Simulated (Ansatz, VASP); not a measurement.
# PbSe: VASP beside Ansatz

```
Pb Se
1.0
     0.00000    3.10984    3.10984
     3.10984    0.00000    3.10984
     3.10984    3.10984    0.00000
Pb Se
1 1
Direct
  0.00000 0.00000 0.00000
  0.50000 0.50000 0.50000
```

Alike in both runs: functional r2SCAN; k mesh 8 × 8 × 8; occupations fermi-dirac, width 0.02 eV; no spin polarisation.

Ansatz relaxed the structure, and its values are those at the end. VASP's run is a single point on that final structure, the one shown.

```csv
,VASP,Ansatz
version,VASP 6.6.1,Ansatz 0.2.0
potentials or method,"VASP PAW PBE potentials, release 64 (Pb_d, Se), cutoff 520 eV",PAW plane waves
valence electrons in the cell,20,30
```

Ansatz gave:

* gap on the k mesh at the Fermi level (eV): 0.74
* pressure (GPa): -1.0

Q: Estimate VASP's values.

A: gap on the k mesh at the Fermi level (eV): 0.73; pressure (GPa): -1.0.

VASP's potentials were made for PBE, not for r2SCAN. The functional is the same, so the differences come from potentials, cutoffs and numerics. VASP's potentials hold 20 valence electrons a cell and Ansatz's 30, so a difference there can come from the potentials and not from the codes. Ansatz's warnings: stress scf threshold loose.

Spin-orbit coupling is off throughout.
